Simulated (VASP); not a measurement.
# C (P6_3/mmc) in VASP: further runs

C is run at these levels: r2SCAN; tasks: single point.

Everything below comes from runs of VASP 6.6.1. Logs are shortened: lines on timing, memory, paths and dates and some standing lists are left out, and cuts for length are marked.

## 1. The cell of the first run

It takes space group P6_3/mmc (No. 194, hexagonal). Conventional cell: a = 2.455 Å, b = 2.455 Å, c = 6.986 Å, α = 90.00°, β = 90.00°, γ = 120.00°. Within 1.9 Å of C (site symmetry -6m2) lie 3 C at 1.42 Å. Within 1.9 Å of C (site symmetry -6m2) lie 3 C at 1.42 Å.

## 2. Single point, r2SCAN (9.11 Å³/atom)

File POSCAR:

```
C
1.0
    2.4546111787      0.0000000000      0.0000000000
   -1.2273055894      2.1257556372      0.0000000000
    0.0000000000      0.0000000000      6.9862416490
C
4
Direct
    0.0000000000      0.0000000000      0.2500000000
    0.0000000000      0.0000000000      0.7500000000
    0.3333333333      0.6666666667      0.2500000000
    0.6666666667      0.3333333333      0.7500000000
```

File INCAR.step1:

```
SYSTEM = C
ALGO = Normal
EDIFF = 1E-4
ENCUT = 520
GGA = PE
ISMEAR = 0
LASPH = .True.
LCHARG = .False.
LREAL = .False.
LWAVE = .True.
NBANDS = 16
NELM = 60
PREC = Accurate
SIGMA = 0.05
```

File INCAR.step2:

```
SYSTEM = C
ALGO = Normal
EDIFF = 1E-6
ENCUT = 520
ISIF = 2
ISMEAR = 0
ISTART = 1
LASPH = .True.
LCHARG = .False.
LMIXTAU = .True.
LREAL = .False.
LWAVE = .False.
METAGGA = R2SCAN
NBANDS = 16
NELM = 60
PREC = Accurate
SIGMA = 0.05
```

File KPOINTS:

```
k-points
0
Gamma
  10 10 4
  0 0 0
```

Potentials or basis: VASP PAW PBE potentials, release 64 (C).

Launch:

```sh
> cat potpaw_PBE.64/C/POTCAR > POTCAR
> cp INCAR.step1 INCAR
> mpirun -np 1 vasp_std > vasp.out
> cp INCAR.step2 INCAR
> mpirun -np 1 vasp_std > vasp.out
```

OUTCAR:

```text
SYSTEM = C
   EDIFF = 1E-6
   ENCUT = 520
   ISIF = 2
   ISMEAR = 0
   ISTART = 1
   LASPH = .True.
   LREAL = .False.
   METAGGA = R2SCAN
   NELM = 60
   PREC = Accurate

 ion  position               nearest neighbor table
   1  0.000  0.000  0.250-   3 1.42   3 1.42   3 1.42
   2  0.000  0.000  0.750-   4 1.42   4 1.42   4 1.42
   3  0.333  0.667  0.250-   1 1.42   1 1.42   1 1.42
   4  0.667  0.333  0.750-   2 1.42   2 1.42   2 1.42

  LATTYP: Found a hexagonal cell.
 ALAT       =     2.4546111787
 C/A-ratio  =     2.8461703872

  Lattice vectors:

 A1 = (   2.4546111787,   0.0000000000,   0.0000000000)
 A2 = (  -1.2273055894,   2.1257556372,   0.0000000000)
 A3 = (   0.0000000000,   0.0000000000,   6.9862416490)

Analysis of symmetry for initial positions (statically):
=====================================================================
 Subroutine PRICEL returns:
 Original cell was already a primitive cell.

 Routine SETGRP: Setting up the symmetry group for a
 hexagonal supercell.

 Subroutine GETGRP returns: Found 24 space group operations
 (whereof 12 operations were pure point group operations)
 out of a pool of 24 trial point group operations.

The static configuration has the point symmetry D_3d.
 The point group associated with its full space group is D_6h.

Analysis of symmetry for dynamics (positions and initial velocities):
=====================================================================
 Subroutine PRICEL returns:
 Original cell was already a primitive cell.

 Routine SETGRP: Setting up the symmetry group for a
 hexagonal supercell.

 Subroutine GETGRP returns: Found 24 space group operations
 (whereof 12 operations were pure point group operations)
 out of a pool of 24 trial point group operations.

The dynamic configuration has the point symmetry D_3d.
 The point group associated with its full space group is D_6h.

 Subroutine INISYM returns: Found 24 space group operations
 (whereof 12 operations are pure point group operations),
 and found     1 'primitive' translations

----------------------------------------------------------------------------------------

                                     Primitive cell

  volume of cell :      36.4535

  direct lattice vectors                    reciprocal lattice vectors
     2.454611179  0.000000000  0.000000000     0.407396499  0.235210478  0.000000000
    -1.227305589  2.125755637  0.000000000     0.000000000  0.470420956  0.000000000
     0.000000000  0.000000000  6.986241649     0.000000000  0.000000000  0.143138478

  length of vectors
     2.454611179  2.454611179  6.986241649     0.470420956  0.470420956  0.143138478

  position of ions in fractional coordinates (direct lattice)
     0.000000000  0.000000000  0.250000000
     0.000000000  0.000000000  0.750000000
     0.333333333  0.666666667  0.250000000
     0.666666667  0.333333333  0.750000000

  ion indices of the primitive-cell ions
   primitive index   ion index
                 1           1
                 2           2
                 3           3
                 4           4

----------------------------------------------------------------------------------------

 KPOINTS: k-points

Automatic generation of k-mesh.
 Grid dimensions read from file:
 generate k-points for:   10   10    4

 Generating k-lattice:

  Cartesian coordinates                     Fractional coordinates (reciprocal lattice)
     0.040739650  0.023521048  0.000000000     0.100000000 -0.000000000  0.000000000
     0.000000000  0.047042096  0.000000000     0.000000000  0.100000000  0.000000000
     0.000000000  0.000000000  0.035784620     0.000000000  0.000000000  0.250000000

  Length of vectors
     0.047042096  0.047042096  0.035784620

  Shift w.r.t. Gamma in fractional coordinates (k-lattice)
     0.000000000  0.000000000  0.000000000

 Subroutine IBZKPT returns following result:
 ===========================================

 Found     42 irreducible k-points:

 Following reciprocal coordinates:
            Coordinates               Weight
  0.000000  0.000000  0.000000      1.000000
  0.100000  0.000000  0.000000      6.000000
  0.200000  0.000000  0.000000      6.000000
  0.300000  0.000000  0.000000      6.000000
  0.400000  0.000000  0.000000      6.000000
  0.500000  0.000000  0.000000      3.000000
[... 16 lines left out ...]
  0.300000  0.100000  0.250000     24.000000
  0.400000  0.100000  0.250000     24.000000
 [... further k-points ...]
   k-points           NKPTS =     42   k-points in BZ     NKDIM =     42   number of bands    NBANDS=     16
   number of dos      NEDOS =    301   number of ions     NIONS =      4
   total plane-waves  NPLWV =  17496
   dimension x,y,z NGX =    18 NGY =   18 NGZ =   54
   dimension x,y,z NGXF=    36 NGYF=   36 NGZF=  108
   ions per type =               4
   NGX,Y,Z   is equivalent  to a cutoff of  12.19, 12.19, 12.85 a.u.
   NGXF,Y,Z  is equivalent  to a cutoff of  24.38, 24.38, 25.70 a.u.
 SYSTEM =  C
   PREC   = accura    normal or accurate (medium, high low for compatibility)
   ISTART =      1    job   : 0-new  1-cont  2-samecut
   ICHARG =      0    charge: 1-file 2-atom 10-const
   ISPIN  =      1    spin polarized calculation?
   LNONCOLLINEAR =      F non collinear calculations
   LSORBIT =      F    spin-orbit coupling
   LASPH  =      T    aspherical Exc in radial PAW
   ENCUT  =  520.0 eV  38.22 Ry    6.18 a.u.   4.56  4.56 12.99*2*pi/ulx,y,z
   NELM   =     60;   NELMIN=  2; NELMDL=  0     # of ELM steps
   EDIFF  = 0.1E-05   stopping-criterion for ELM
   LREAL  =      F    real-space projection
   EDIFFG = 0.1E-04   stopping-criterion for IOM
   NSW    =      0    number of steps for IOM
   IBRION =     -1    ionic relax: 0-MD 1-quasi-New 2-CG
   NFREE  =      0    steps in history (QN), initial steepest desc. (CG)
   ISIF   =      2    stress and relaxation
   ISYM   =      2    0-nonsym 1-usesym 2-fastsym
   POTIM  = 0.5000    time-step for ionic-motion
   TEBEG  =    0.0;   TEEND  =   0.0 temperature during run
   PSTRESS=    0.0 pullay stress
   NELECT =      16.0000    total number of electrons
   NUPDOWN=      -1.0000    fix difference up-down
   EMIN   =  10.00;   EMAX   =-10.00  energy-range for DOS
   EFERMI =   0.00;   METHOD = LEGACY
   ISMEAR =     0;   SIGMA  =   0.05  broadening in eV -4-tet -1-fermi 0-gaus
   EFERMI_NEDOS =   21; number of points for ismear=-14 and -15
   IALGO  =     38    algorithm
   IMIX   =      4    mixing-type and parameters
     AMIX     =   0.40;   BMIX     =  1.00
     AMIX_MAG =   1.60;   BMIX_MAG =  1.00
  volume/ion in A,a.u.               =       9.11        61.50
  Fermi-wavevector in a.u.,A,eV,Ry     =   1.244137  2.351078 21.060150  1.547877
  Thomas-Fermi vector in A             =   2.378417
   LORBIT       =      0    0 simple, 1 ext, 2 COOP (PROOUT), +10 PAW based schemes
   METAGGA = R2SCAN    functional components
   LHFCALC =     F    Hartree Fock is set to
   AEXX    =    0.0000 exact exchange contribution
   IVDW    =     0    specifies the selected vdW correction
   LEPSILON=     F    determine dielectric tensor
   LRPA    =     F    only Hartree local field effects (RPA)
 non-spin polarized calculation
 Gauss-broadening in eV      SIGMA  =   0.05
  energy-cutoff  :      520.00
  volume of cell :       36.45
 maximum number of plane-waves:      1002
   NGX =  9   NGY =  9   NGZ = 25

 number of electron      15.9999995 magnetization

 Free energy of the ion-electron system (eV)
  ---------------------------------------------------
  ext. energy  EPLUGINS =         0.00000000
  ---------------------------------------------------
  free energy    TOTEN  =       -39.75967018 eV

  energy without entropy =      -39.75967018  energy(sigma->0) =      -39.75967018

 E-fermi :   3.9661     XC(G=0): -10.8587

 val. band max:        3.6832513034   @ k =   0.3000   0.3000   0.0000
 cond. band min:       5.1873954011   @ k =   0.3000   0.3000   0.0000
 fundamental gap:      1.5041440977
 Fermi energy:         3.9660530160

 k-point     1 :       0.0000    0.0000    0.0000
  band No.  band energies     occupation
      1     -16.6077      2.00000
      2     -16.3926      2.00000
      3      -4.5474      2.00000
      4      -2.9128      2.00000
      5       1.1397      2.00000
      6       1.1397      2.00000
[... 8 lines left out ...]
     15      16.8140      0.00000
     16      16.9827      0.00000

 k-point     2 :       0.1000    0.0000    0.0000
  band No.  band energies     occupation
      1     -16.3546      2.00000
      2     -16.1427      2.00000
      3      -4.2415      2.00000
      4      -2.6216      2.00000
      5       0.1385      2.00000
      6       0.1657      2.00000
[... 8 lines left out ...]
     15      15.8837      0.00000
     16      16.1050      0.00000

 k-point     3 :       0.2000    0.0000    0.0000
  band No.  band energies     occupation
      1     -15.5998      2.00000
      2     -15.3973      2.00000
      3      -3.3336      2.00000
      4      -2.2235      2.00000
      5      -2.1685      2.00000
      6      -1.7622      2.00000
[... 8 lines left out ...]
     15      16.8388      0.00000
     16      16.8735      0.00000

 k-point     4 :       0.3000    0.0000    0.0000
  band No.  band energies     occupation
      1     -14.3575      2.00000
      2     -14.1702      2.00000
      3      -5.0404      2.00000
      4      -4.9550      2.00000
      5      -1.8633      2.00000
      6      -1.5290      2.00000
[... 8 lines left out ...]
     15      20.3795      0.00000
     16      20.4109      0.00000
[... 324 lines left out ...]
 k-point    22 :       0.2000    0.1000    0.2500
  band No.  band energies     occupation
      1     -14.8247      2.00000
      2     -14.6880      2.00000
      3      -3.6487      2.00000
      4      -3.6064      2.00000
      5      -2.2476      2.00000
      6      -1.7233      2.00000
[... 8 lines left out ...]
     15      17.2038      0.00000
     16      17.3568      0.00000

 k-point    23 :       0.3000    0.1000    0.2500
  band No.  band energies     occupation
      1     -13.3577      2.00000
      2     -13.2339      2.00000
      3      -6.3432      2.00000
      4      -6.2763      2.00000
      5      -2.7072      2.00000
      6      -2.6736      2.00000
[... 8 lines left out ...]
     15      19.2334      0.00000
     16      20.0910      0.00000

 k-point    24 :       0.4000    0.1000    0.2500
  band No.  band energies     occupation
      1     -11.5121      2.00000
      2     -11.4102      2.00000
      3      -8.8752      2.00000
      4      -8.7950      2.00000
      5      -3.2174      2.00000
      6      -3.1812      2.00000
[... 8 lines left out ...]
     15      18.1093      0.00000
     16      19.2874      0.00000

 [... further k-points ...]
[... 5 lines left out ...]
  --------------------------------------------------------------------------------------
  -------------------------------------------------------------------------------------
  Total        0.3515503      0.3515503      0.0506106     -0.0000000     -0.0000000      0.0000000
  in kB       15.4510643     15.4510643      2.2243995     -0.0000000     -0.0000000      0.0000000
  external PRESSURE =      11.0421760 kB  Pullay stress =       0.0000000 kB

 VOLUME and BASIS-vectors are now :
 -----------------------------------------------------------------------------
  energy-cutoff  :      520.00
  volume of cell :       36.45
      direct lattice vectors                 reciprocal lattice vectors
     2.454611179  0.000000000  0.000000000     0.407396499  0.235210478  0.000000000
    -1.227305589  2.125755637  0.000000000     0.000000000  0.470420956  0.000000000
     0.000000000  0.000000000  6.986241649     0.000000000  0.000000000  0.143138478

 POSITION                                       TOTAL-FORCE (eV/Angst)
 -----------------------------------------------------------------------------------
      0.00000      0.00000      1.74656        -0.000000      0.000000      0.000000
      0.00000      0.00000      5.23968         0.000000      0.000000     -0.000000
     -0.00000      1.41717      1.74656        -0.000000      0.000000     -0.000000
      1.22731      0.70859      5.23968         0.000000     -0.000000      0.000000
 -----------------------------------------------------------------------------------
    total drift:                                0.000000     -0.000000      0.000000

  FREE ENERGIE OF THE ION-ELECTRON SYSTEM (eV)
  ---------------------------------------------------
  free  energy   TOTEN  =       -39.7596701808 eV

  energy  without entropy=      -39.7596701808  energy(sigma->0) =      -39.75967018
```

Wall time 2.4 min (1 thread of Intel Xeon 8259CL, shared host); peak memory 0.15 GiB.

What came out:

| Property | Result |
| --- | --- |
| Free energy | -39.7597 eV |
| Pressure | 1.1 GPa |

Caveat: the PAW data sets were made with another functional, which shifts forces and pressure a little.

## 3. Single point, r2SCAN (9.28 Å³/atom)

This run uses another cell than the first one, of 9.28 Å³/atom.

File POSCAR:

```
C
1.0
    2.4557048715      0.0000000000      0.0000000000
   -1.2278524357      2.1267028029      0.0000000000
    0.0000000000      0.0000000000      7.1072314340
C
4
Direct
    0.0000000000      0.0000000000      0.2500000000
    0.0000000000      0.0000000000      0.7500000000
    0.3333333333      0.6666666667      0.2500000000
    0.6666666667      0.3333333333      0.7500000000
```

File INCAR.step1:

```
SYSTEM = C
PREC = Accurate
ENCUT = 520
ISMEAR = 0
SIGMA = 0.05
LREAL = .FALSE.
LASPH = .TRUE.
NELM = 80
NBANDS = 16
GGA = PE
ALGO = Normal
EDIFF = 1E-4
LWAVE = .TRUE.
LCHARG = .FALSE.
```

File INCAR.step2:

```
SYSTEM = C
PREC = Accurate
ENCUT = 520
EDIFF = 1E-6
ISMEAR = 0
SIGMA = 0.05
LREAL = .FALSE.
LASPH = .TRUE.
NELM = 80
ALGO = Normal
ISIF = 2
LWAVE = .FALSE.
LCHARG = .FALSE.
METAGGA = R2SCAN
LMIXTAU = .TRUE.
NBANDS = 16
ISTART = 1
```

File KPOINTS:

```
Automatic mesh
0
G
  10 10 4
  0 0 0
```

Potentials or basis: VASP PAW PBE potentials, release 64 (C).

Launch:

```sh
> cat potpaw_PBE.64/C/POTCAR > POTCAR
> cp INCAR.step1 INCAR
> mpirun -np 1 vasp_std > vasp.out
> cp INCAR.step2 INCAR
> mpirun -np 1 vasp_std > vasp.out
```

It took 2.3 min on 1 thread of Intel Xeon 8259CL, shared host; peak memory 0.15 GiB.

The run converged. Its results:

| Property | Result |
| --- | --- |
| Free energy | -39.7605 eV |
| Pressure | 0.6 GPa |

Stress tensor (GPa, compression positive):
```
 1.02  0.00  0.00
 0.00  1.02  0.00
 0.00  0.00 -0.16
```

Caveat: the PAW data sets were made with another functional, which shifts forces and pressure a little.

## 4. Single point, r2SCAN (10.66 Å³/atom)

This run uses another cell than the first one, of 10.66 Å³/atom.

File POSCAR:

```
C
1.0
    2.4579706616      0.0000000000      0.0000000000
   -1.2289853308      2.1286650347      0.0000000000
    0.0000000000      0.0000000000      8.1487222406
C
4
Direct
    0.0000000000      0.0000000000      0.2500000000
    0.0000000000      0.0000000000      0.7500000000
    0.3333333333      0.6666666667      0.2500000000
    0.6666666667      0.3333333333      0.7500000000
```

File INCAR.step1:

```
PREC = Accurate
ENCUT = 520
ISMEAR = 0
SIGMA = 0.05
LREAL = False
LASPH = True
NELM = 80
NBANDS = 16
GGA = PE
ALGO = Normal
EDIFF = 1E-4
LWAVE = True
LCHARG = False
```

File INCAR.step2:

```
PREC = Accurate
ENCUT = 520
EDIFF = 1E-6
ISMEAR = 0
SIGMA = 0.05
LREAL = False
LASPH = True
NELM = 80
ALGO = Normal
ISIF = 2
LWAVE = False
LCHARG = False
METAGGA = R2SCAN
LMIXTAU = True
NBANDS = 16
ISTART = 1
```

File KPOINTS:

```
regular mesh
0
Gamma
  10 10 4
```

Launch:

```sh
> cat potpaw_PBE.64/C/POTCAR > POTCAR
> cp INCAR.step1 INCAR
> mpirun -np 1 vasp_std > vasp.out
> cp INCAR.step2 INCAR
> mpirun -np 1 vasp_std > vasp.out
```

It took 2.4 min on 1 thread of Intel Xeon 8259CL, shared host; peak memory 0.16 GiB.

Results (log left out):

```
Free energy : -39.7366 eV
Pressure    : -0.3 GPa
```

Stress tensor (GPa, compression positive):
```
 0.03  0.00  0.00
 0.00  0.03  0.00
 0.00  0.00 -1.02
```

Caveat: the PAW data sets were made with another functional, which shifts forces and pressure a little.

## 5. Single point, r2SCAN

This run uses another cell than the first one, of 10.72 Å³/atom.

File POSCAR:

```
C
1.0
    2.4579817640      0.0000000000      0.0000000000
   -1.2289908820      2.1286746496      0.0000000000
    0.0000000000      0.0000000000      8.1975672235
C
4
Direct
    0.0000000000      0.0000000000      0.2500000000
    0.0000000000      0.0000000000      0.7500000000
    0.3333333333      0.6666666667      0.2500000000
    0.6666666667      0.3333333333      0.7500000000
```

File INCAR.step1:

```
SYSTEM = C
PREC = Accurate
ENCUT = 520
ISMEAR = 0
SIGMA = 0.05
LREAL = .False.
LASPH = .True.
NELM = 60
NBANDS = 16
GGA = PE
ALGO = Normal
EDIFF = 1E-4
LWAVE = .True.
LCHARG = .False.
```

File INCAR.step2:

```
SYSTEM = C
PREC = Accurate
ENCUT = 520
EDIFF = 1E-6
ISMEAR = 0
SIGMA = 0.05
LREAL = .False.
LASPH = .True.
NELM = 60
ALGO = Normal
ISIF = 2
LWAVE = .False.
LCHARG = .False.
METAGGA = R2SCAN
LMIXTAU = .True.
NBANDS = 16
ISTART = 1
```

File KPOINTS:

```
regular mesh
0
Gamma
  10 10 4
  0 0 0
```

Launch:

```sh
> cat potpaw_PBE.64/C/POTCAR > POTCAR
> cp INCAR.step1 INCAR
> mpirun -np 1 vasp_std > vasp.out
> cp INCAR.step2 INCAR
> mpirun -np 1 vasp_std > vasp.out
```

Run time: 2.3 min. Hardware: 1 thread of Intel Xeon 8259CL, shared host; peak memory 0.16 GiB.

The run converged. Its results:

```
Free energy : -39.7352 eV
Pressure    : -0.3 GPa
```

Stress tensor (GPa, compression positive):
```
 0.02  0.00  0.00
 0.00  0.02  0.00
 0.00  0.00 -1.00
```

Caveat: the PAW data sets were made with another functional, which shifts forces and pressure a little.

## 6. Overview

```csv
cell,pressure (GPa)
"a = 2.455, b = 2.455, c = 6.986 Å, angles 90.0, 90.0, 120.0°, 4 atoms",1.1
"a = 2.456, b = 2.456, c = 7.107 Å, angles 90.0, 90.0, 120.0°, 4 atoms",0.6
"a = 2.458, b = 2.458, c = 8.149 Å, angles 90.0, 90.0, 120.0°, 4 atoms",-0.3
"a = 2.458, b = 2.458, c = 8.198 Å, angles 90.0, 90.0, 120.0°, 4 atoms",-0.3
```

Alike in all rows: task single point; level r2SCAN; potentials or basis VASP PAW PBE potentials, release 64 (C); no spin polarisation; k mesh 10 × 10 × 4; cutoff (eV) 520; smearing gaussian 0.05 eV.

Caveats: the PAW data sets were made with another functional, which shifts forces and pressure a little.

Absolute energies hang on the potentials; compare differences alone.
